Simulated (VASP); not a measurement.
Write the native input for VASP 6.6.1 that does the following.

```
Task                   : single point
Functional             : PBE
Potentials or basis    : VASP PAW PBE potentials, release 64 (In_d)
Cutoff                 : 520 eV
k mesh                 : 15 × 15 × 4
Occupations            : gaussian, width 0.1 eV
Spin                   : no spin polarisation
Dipole correction      : no
Further INCAR settings : ALGO = Normal; EDIFF = 1e-07; NBANDS = 34
```

The structure of In lies in POSCAR:

```
In
1.0
    3.1636951532      0.0000000000      0.0000000000
   -1.5818475766      2.7398403724      0.0000000000
    0.0000000000      0.0000000000     10.8051082142
In
4
Direct
    0.0000000000      0.0000000000      0.0000000000
    0.3333333300      0.6666666700      0.2500000000
    0.0000000000      0.0000000000      0.5000000000
    0.6666666700      0.3333333300      0.7500000000
```

This cell differs from its parent crystal: strained.

The input as run:

INCAR

```
SYSTEM = In
PREC = Accurate
ENCUT = 520
EDIFF = 1E-7
ISMEAR = 0
SIGMA = 0.1
LREAL = .False.
LASPH = .True.
NELM = 100
ALGO = Normal
ISIF = 2
LWAVE = .False.
LCHARG = .False.
GGA = PE
NBANDS = 34
```

KPOINTS

```
Automatic mesh
0
Gamma
  15 15 4
  0 0 0
```

Potentials or basis: VASP PAW PBE potentials, release 64 (In_d).

Run with:

```console
$ cat potpaw_PBE.64/In_d/POTCAR > POTCAR
$ mpirun -np 1 vasp_std > vasp.out
```

Results of the run:

```json
{
 "Pressure": "8.7 GPa",
 "Band gap on the k mesh": "zero (band 26 reaches 12.50 eV, above the bottom of band 27 at 7.64 eV)"
}
```

Caveat: the cell differs from its parent crystal (strained); spin-orbit coupling is left out, which moves the levels of the heavy elements.

Wall time 3.3 min on 1 thread of Intel(R) Xeon(R) Platinum 8259CL CPU @ 2.50GHz (Skylake/Cascade Lake) (shared host), peak memory 0.32 GiB.
